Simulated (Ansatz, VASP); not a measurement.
**Pd in VASP and in Ansatz**

```
CELL_PARAMETERS angstrom
3.01255 0.00000 0.00000
0.00000 3.01255 0.00000
0.00000 0.00000 3.01255
ATOMIC_POSITIONS crystal
Pd 0.00000 0.00000 0.00000
Pd 0.50000 0.50000 0.50000
```

Alike in both runs: task single point; functional LDA; k mesh 12 × 12 × 12; occupations fermi-dirac, width 0.05 eV; collinear spin.

|  | VASP | Ansatz |
| --- | --- | --- |
| version | VASP 6.6.1 | Ansatz 0.2.0 |
| potentials or method | VASP PAW LDA potentials, release 64 (Pd), cutoff 520 eV | plane waves (420 eV) with PAW, scalar-relativistic |
| valence electrons in the cell | 20 | 36 |

VASP gave:

| Quantity | Value |
| --- | --- |
| pressure (GPa) | 10.7 |
| net moment per atom (μB) | 0.00 |

Question: Estimate Ansatz's values.

Answer: Pressure (GPa): 10.4; net moment per atom (μB): 0.00.

Ansatz warns that its potentials were made for another functional, while VASP's fit it. LDA's correlation is that of Perdew and Zunger in VASP and of Perdew and Wang (1992) in Ansatz. VASP's potentials hold 20 valence electrons a cell and Ansatz's 36, so a difference there can come from the potentials and not from the codes. Ansatz's warnings: seeded moment not kept.
